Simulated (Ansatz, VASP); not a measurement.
**TaSi2: VASP beside Ansatz**

File INCAR:

```
PREC = Accurate
ENCUT = 600
EDIFF = 1E-6
ISMEAR = 0
SIGMA = 0.1
LREAL = F
LASPH = T
NELM = 60
ALGO = Normal
ISIF = 3
LWAVE = F
LCHARG = F
GGA = PE
IBRION = 2
NSW = 90
EDIFFG = -0.04
ISYM = 0
```

The input KPOINTS:

```
Automatic mesh
0
Gamma
  3 3 3
```

Contents of POSCAR:

```
TaSi2
1.0
    5.2139890000      0.1474260000      0.2370450000
    0.1474260000      5.2754310000     -0.1619820000
    0.2370450000     -0.1619820000      5.2018250000
Ta Si
3 6
Direct
    0.6776033107      0.1414926833      0.1651089908
    0.9480257960      0.2677691628      0.6472451322
    0.4146618265      0.5785395582      0.5227965095
    0.2344597063      0.4370176395      0.0471342585
    0.6019473044      0.6365119459      0.0088454593
    0.9668823607      0.7770898637      0.8273527054
    0.4536010890      0.0859265891      0.6970628279
    0.1909347515      0.9401486371      0.2192506526
    0.9055857781      0.6487977735      0.2805121098
```

Input for Ansatz:

```yaml
crystal:
  lattice:
    - [5.213989, 0.147426, 0.237045]
    - [0.147426, 5.275431, -0.161982]
    - [0.237045, -0.161982, 5.201825]
  atoms:
    - { symbol: Ta, position: [0.6776033107, 0.1414926833, 0.1651089908] }
    - { symbol: Ta, position: [0.948025796, 0.2677691628, 0.6472451322] }
    - { symbol: Ta, position: [0.4146618265, 0.5785395582, 0.5227965095] }
    - { symbol: Si, position: [0.2344597063, 0.4370176395, 0.0471342585] }
    - { symbol: Si, position: [0.6019473044, 0.6365119459, 0.0088454593] }
    - { symbol: Si, position: [0.9668823607, 0.7770898637, 0.8273527054] }
    - { symbol: Si, position: [0.453601089, 0.0859265891, 0.6970628279] }
    - { symbol: Si, position: [0.1909347515, 0.9401486371, 0.2192506526] }
    - { symbol: Si, position: [0.9055857781, 0.6487977735, 0.2805121098] }
  symmetry: { detect: false }
basis:
  ecutwfc: 420
kpoints:
  mp_grid: { grid: [3, 3, 3], shift: [0.0, 0.0, 0.0] }
hamiltonian:
  xc: pbe
scf:
  occupations: { method: gaussian, width: 0.1 }
  lower_state_search: "off"
output:
  forces: true
  stress: true
  eigenvalues: true
relax:
  adjacent_minimum: "off"
  f_tol: 0.04
  max_steps: 70
  cell: { stress_tol: 0.3 }
```

Alike in both runs: task relaxation of cell and atoms; functional PBE; k mesh 3 × 3 × 3; occupations gaussian, width 0.1 eV; no spin polarisation.

|  | VASP | Ansatz |
| --- | --- | --- |
| version | VASP 6.6.1 | Ansatz 0.2.0 |
| potentials or method | VASP PAW PBE potentials, release 64 (Ta_pv, Si), cutoff 600 eV | scalar-relativistic, plane waves, PAW |
| valence electrons in the cell | 57 | 63 |

```tsv
	VASP	Ansatz	Ansatz less VASP
gap on the k mesh at the Fermi level, each at its own relaxed structure (eV)	none	none	-
relaxed volume (Å³/atom)	15.44	15.28	-0.156
relaxed cell length with the largest relative difference (Å)	5.771	5.239	-0.5318
```

A gap of «none» marks a metal or a gap that the smearing closes. One of these differences is far larger than is usual between the two programs; its cause wasn't traced. VASP's potentials hold 57 valence electrons a cell and Ansatz's 63, so a difference there can come from the potentials and not from the codes.

The k mesh is coarse, so the values compare programs but aren't converged. Spin-orbit coupling is off throughout.
